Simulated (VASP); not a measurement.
# Cs2In6W (Fm-3m) in VASP: notebook, part 2 of 2

VASP 6.6.1.

## 3. Single point, r2SCAN

The input, POSCAR:

```
Cs2In6W
1.0
    0.0000000000      5.0475096000      5.0475096000
    5.0475096000      0.0000000000      5.0475096000
    5.0475096000      5.0475096000      0.0000000000
W Cs In
1 2 6
Direct
    0.0000000000      0.0000000000      0.0000000000
    0.2500000000      0.2500000000      0.2500000000
    0.7500000000      0.7500000000      0.7500000000
    0.2312000000      0.7688000000      0.7688000000
    0.7688000000      0.2312000000      0.7688000000
    0.7688000000      0.2312000000      0.2312000000
    0.2312000000      0.7688000000      0.2312000000
    0.7688000000      0.7688000000      0.2312000000
    0.2312000000      0.2312000000      0.7688000000
```

The input, INCAR.step1:

```
PREC = Accurate
ENCUT = 520
ISMEAR = -1
SIGMA = 0.1
LREAL = False
LASPH = True
NELM = 100
NBANDS = 65
ISYM = 0
GGA = PE
ALGO = Normal
EDIFF = 1E-4
LWAVE = True
LCHARG = False
```

The input, INCAR.step2:

```
PREC = Accurate
ENCUT = 520
EDIFF = 1E-7
ISMEAR = -1
SIGMA = 0.1
LREAL = False
LASPH = True
NELM = 100
ALGO = Normal
ISIF = 2
LWAVE = False
LCHARG = True
METAGGA = R2SCAN
LMIXTAU = True
LELF = True
LVHAR = True
NBANDS = 65
ISYM = 0
ISTART = 1
```

The input, KPOINTS:

```
Automatic mesh
0
Gamma
  3 3 3
```

Potentials or basis: VASP PAW PBE potentials, release 64 (W_sv, Cs_sv, In_d).

Started as:

```
cat potpaw_PBE.64/W_sv/POTCAR potpaw_PBE.64/Cs_sv/POTCAR potpaw_PBE.64/In_d/POTCAR > POTCAR
cp INCAR.step1 INCAR
mpirun -np 1 vasp_std > vasp.out
cp INCAR.step2 INCAR
mpirun -np 1 vasp_std > vasp.out
```

OUTCAR:

```text
PREC = Accurate
   ENCUT = 520
   EDIFF = 1E-7
   ISMEAR = -1
   LREAL = False
   LASPH = True
   NELM = 100
   ISIF = 2
   METAGGA = R2SCAN
   ISYM = 0
   ISTART = 1

 ion  position               nearest neighbor table
   1  0.000  0.000  0.000-   4 2.33   5 2.33   6 2.33   7 2.33   8 2.33   9 2.33
   2  0.250  0.250  0.250-   5 3.57   6 3.57   8 3.57   4 3.57   7 3.57   8 3.57   4 3.57   5 3.57
                             9 3.57   6 3.57   7 3.57   9 3.57
   3  0.750  0.750  0.750-   4 3.57   5 3.57   8 3.57   6 3.57   7 3.57   8 3.57   5 3.57   6 3.57
                             9 3.57   4 3.57   7 3.57   9 3.57
   4  0.231  0.769  0.769-   1 2.33   5 3.30   7 3.30   8 3.30   9 3.30   3 3.57   3 3.57   2 3.57
                             2 3.57   8 3.84   7 3.84   5 3.84   9 3.84
   5  0.769  0.231  0.769-   1 2.33   4 3.30   6 3.30   8 3.30   9 3.30   3 3.57   3 3.57   2 3.57
                             2 3.57   6 3.84   4 3.84   8 3.84   9 3.84
   6  0.769  0.231  0.231-   1 2.33   5 3.30   7 3.30   8 3.30   9 3.30   3 3.57   2 3.57   3 3.57
                             2 3.57   5 3.84   7 3.84   9 3.84   8 3.84
   7  0.231  0.769  0.231-   1 2.33   4 3.30   6 3.30   8 3.30   9 3.30   3 3.57   2 3.57   3 3.57
                             2 3.57   8 3.84   4 3.84   9 3.84   6 3.84
   8  0.769  0.769  0.231-   1 2.33   4 3.30   5 3.30   6 3.30   7 3.30   3 3.57   3 3.57   2 3.57
                             2 3.57   6 3.84   4 3.84   5 3.84   7 3.84
   9  0.231  0.231  0.769-   1 2.33   4 3.30   5 3.30   6 3.30   7 3.30   3 3.57   2 3.57   3 3.57
                             2 3.57   7 3.84   6 3.84   5 3.84   4 3.84

IMPORTANT INFORMATION: All symmetrisations will be switched off!
NOSYMM: (Re-)initialisation of all symmetry stuff for point group C_1.

----------------------------------------------------------------------------------------

                                     Primitive cell

  volume of cell :     257.1944

  direct lattice vectors                    reciprocal lattice vectors
     0.000000000  5.047509600  5.047509600    -0.099058752  0.099058752  0.099058752
     5.047509600  0.000000000  5.047509600     0.099058752 -0.099058752  0.099058752
     5.047509600  5.047509600  0.000000000     0.099058752  0.099058752 -0.099058752

[... 116 lines left out ...]
   LRPA    =     F    only Hartree local field effects (RPA)
 non-spin polarized calculation
  energy-cutoff  :      520.00
  volume of cell :      257.19
 maximum number of plane-waves:      6951
 NGX is ok and might be reduce to    54
   NGX = 27   NGY = 27   NGZ = 27

 number of electron     109.9999998 magnetization

 Free energy of the ion-electron system (eV)
  ---------------------------------------------------
  ext. energy  EPLUGINS =         0.00000000
  ---------------------------------------------------
  free energy    TOTEN  =      -228.20176179 eV

  energy without entropy =     -228.05957937  energy(sigma->0) =     -228.13067058

 E-fermi :   6.3195     XC(G=0): -10.4862

 val. band max:        6.2838540063   @ k =   0.3333   0.0000  -0.3333
 cond. band min:       6.3342734796   @ k =   0.3333   0.0000   0.3333
 fundamental gap:      0.0504194733
 Fermi energy:         6.3194553631

 k-point     1 :       0.0000    0.0000    0.0000
  band No.  band energies     occupation
      1     -68.8377      2.00000
      2     -32.8988      2.00000
      3     -32.8988      2.00000
      4     -32.8988      2.00000
      5     -16.9520      2.00000
      6     -16.9219      2.00000
[... 941 lines left out ...]
     64       9.5558      0.00000
     65       9.6447      0.00000

------------------------ aborting loop because EDIFF is reached ----------------------------------------

  FORCE on cell =-STRESS in cart. coord.  units (eV):
  Direction    XX          YY          ZZ          XY          YZ          ZX
  --------------------------------------------------------------------------------------
  -------------------------------------------------------------------------------------
  Total       32.7349778     32.7350502     32.7350351      0.0000991      0.0000891      0.0000834
  in kB      203.9206355    203.9210868    203.9209925      0.0006175      0.0005551      0.0005193
  external PRESSURE =     203.9209050 kB  Pullay stress =       0.0000000 kB

 VOLUME and BASIS-vectors are now :
 -----------------------------------------------------------------------------
  energy-cutoff  :      520.00
  volume of cell :      257.19
      direct lattice vectors                 reciprocal lattice vectors
     0.000000000  5.047509600  5.047509600    -0.099058752  0.099058752  0.099058752
     5.047509600  0.000000000  5.047509600     0.099058752 -0.099058752  0.099058752
     5.047509600  5.047509600  0.000000000     0.099058752  0.099058752 -0.099058752

 POSITION                                       TOTAL-FORCE (eV/Angst)
 -----------------------------------------------------------------------------------
      0.00000      0.00000      0.00000        -0.000001      0.000002     -0.000008
      2.52375      2.52375      2.52375         0.000011      0.000010      0.000015
      7.57126      7.57126      7.57126        -0.000011     -0.000010     -0.000011
      7.76105      5.04751      5.04751        -6.660456      0.000011      0.000020
      5.04751      7.76105      5.04751         0.000008     -6.660462      0.000024
      2.33397      5.04751      5.04751         6.660458     -0.000009     -0.000020
      5.04751      2.33397      5.04751        -0.000010      6.660461     -0.000027
      5.04751      5.04751      7.76105         0.000021      0.000022     -6.660435
      5.04751      5.04751      2.33397        -0.000020     -0.000025      6.660441
 -----------------------------------------------------------------------------------
    total drift:                                0.000002     -0.000004     -0.000009

  FREE ENERGIE OF THE ION-ELECTRON SYSTEM (eV)
  ---------------------------------------------------
  free  energy   TOTEN  =      -228.2017617903 eV

  energy  without entropy=     -228.0595793677  energy(sigma->0) =     -228.13067058
```

OUTCAR.step1:

```text
PREC = Accurate
   ENCUT = 520
   ISMEAR = -1
   LREAL = False
   LASPH = True
   NELM = 100
[... 1157 lines left out ...]
      5.04751      2.33397      5.04751        -0.000102      6.787416      0.000006
      5.04751      5.04751      7.76105        -0.000002      0.000003     -6.787707
      5.04751      5.04751      2.33397        -0.000002      0.000020      6.787531
 -----------------------------------------------------------------------------------
    total drift:                                0.000322     -0.000006      0.000252

  FREE ENERGIE OF THE ION-ELECTRON SYSTEM (eV)
  ---------------------------------------------------
  free  energy   TOTEN  =       -20.5802815584 eV

  energy  without entropy=      -20.4225064425  energy(sigma->0) =      -20.50139400
```

OSZICAR.step1:

```text
N       E                     dE             d eps       ncg     rms          rms(c)
DAV:   1     0.133051939354E+04    0.13305E+04   -0.50573E+04  1836   0.211E+03
DAV:   2     0.197056018239E+03   -0.11335E+04   -0.11081E+04  1820   0.584E+02
DAV:   3    -0.542168437669E+01   -0.20248E+03   -0.19413E+03  2155   0.235E+02
DAV:   4    -0.231475621290E+02   -0.17726E+02   -0.17384E+02  2200   0.681E+01
DAV:   5    -0.237293973397E+02   -0.58184E+00   -0.57978E+00  2104   0.124E+01    0.284E+01
DAV:   6    -0.219345885588E+02    0.17948E+01   -0.20644E+01  2335   0.212E+01    0.202E+01
DAV:   7    -0.207117341454E+02    0.12229E+01   -0.45575E+00  2190   0.114E+01    0.128E+01
DAV:   8    -0.206237826743E+02    0.87951E-01   -0.14370E+00  2334   0.565E+00    0.510E+00
DAV:   9    -0.205854037961E+02    0.38379E-01   -0.40532E-01  2175   0.290E+00    0.286E+00
DAV:  10    -0.205876248035E+02   -0.22210E-02   -0.23117E-02  2504   0.610E-01    0.325E+00
DAV:  11    -0.205818213199E+02    0.58035E-02   -0.11649E-02  2360   0.507E-01    0.166E+00
DAV:  12    -0.205802118111E+02    0.16095E-02   -0.31947E-03  2752   0.319E-01    0.969E-01
DAV:  13    -0.205802815584E+02   -0.69747E-04   -0.49884E-04  1640   0.111E-01
   1 F= -.20580282E+02 E0= -.20501394E+02  d E =-.157775E+00
```

It took 29 min on 1 thread of AMD EPYC 7R43 (Zen 3), shared host; peak memory 0.49 GiB.

What came out:

```yaml
Free_energy: -228.2018 eV
Pressure: 20.4 GPa
Largest_force: 6.660 eV/Å
Band_gap_on_the_k_mesh: 0.05 eV, indirect (least direct gap 0.21 eV)
```

Forces in eV/Å, atoms in the order of the input:
```
W    0.000  0.000  0.000
Cs   0.000  0.000  0.000
Cs   0.000  0.000  0.000
In  -6.660  0.000  0.000
In   0.000 -6.660  0.000
In   6.660  0.000  0.000
In   0.000  6.660  0.000
In   0.000  0.000 -6.660
In   0.000  0.000  6.660
```

Levels at points of the mesh, in eV from the valence-band top:
```csv
k point,band 51,band 52,band 53,band 54,band 55,band 56,band 57,band 58,band 59,band 60
"(0.00, 0.00, 0.00)",-2.58,-2.58,-0.71,-0.71,-0.71,0.25,0.25,1.91,1.91,1.91
```

Caveat: the PAW data sets were made with another functional, which shifts forces and pressure a little; spin-orbit coupling is left out, which moves the levels of the heavy elements.

## 4. Single point, r2SCAN

POSCAR is that of step 3.

The input, INCAR.step1:

```
ALGO = Normal
EDIFF = 1E-4
ENCUT = 520
GGA = PE
ISMEAR = -1
ISYM = 0
LASPH = T
LCHARG = F
LREAL = F
LWAVE = T
NBANDS = 65
NELM = 100
PREC = Accurate
SIGMA = 0.005
```

The input, INCAR.step2:

```
ALGO = Normal
EDIFF = 1E-7
ENCUT = 520
ISIF = 2
ISMEAR = -1
ISTART = 1
ISYM = 0
LASPH = T
LCHARG = F
LMIXTAU = T
LREAL = F
LWAVE = F
METAGGA = R2SCAN
NBANDS = 65
NELM = 100
PREC = Accurate
SIGMA = 0.005
```

The input, KPOINTS:

```
Automatic mesh
0
Gamma
  3 3 3
  0.5 0.5 0.5
```

Started as:

```
cat potpaw_PBE.64/W_sv/POTCAR potpaw_PBE.64/Cs_sv/POTCAR potpaw_PBE.64/In_d/POTCAR > POTCAR
cp INCAR.step1 INCAR
mpirun -np 1 vasp_std > vasp.out
cp INCAR.step2 INCAR
mpirun -np 1 vasp_std > vasp.out
```

It took 60 min on 1 thread of AMD EPYC 9R45 (Zen 5), shared host; peak memory 0.9 GiB.

The run converged. Its results:

```yaml
Free_energy: -228.2286 eV
Pressure: 19.9 GPa
Largest_force: 6.647 eV/Å
Band_gap_on_the_k_mesh: 0.20 eV, direct
```

Forces on the atoms (eV/Å):
```
W    0.000  0.000  0.000
Cs   0.000  0.000  0.000
Cs   0.000  0.000  0.000
In  -6.647  0.000  0.000
In   0.000 -6.647  0.000
In   6.647  0.000  0.000
In   0.000  6.647  0.000
In   0.000  0.000 -6.647
In   0.000  0.000  6.647
```

Levels at points of the mesh, in eV from the valence-band top:
```csv
k point,band 52,band 53,band 54,band 55,band 56,band 57,band 58,band 59
"(0.50, 0.50, 0.50)",-2.06,-0.98,-0.98,-0.79,0.24,0.24,1.71,1.71
"(0.50, 0.00, 0.00)",-2.06,-0.98,-0.98,-0.79,0.24,0.24,1.71,1.71
"(0.00, 0.00, 0.50)",-2.06,-0.98,-0.98,-0.79,0.24,0.24,1.71,1.71
"(0.00, 0.50, 0.00)",-2.06,-0.98,-0.98,-0.79,0.24,0.24,1.71,1.71
```

Caveat: the PAW data sets were made with another functional, which shifts forces and pressure a little; spin-orbit coupling is left out, which moves the levels of the heavy elements.
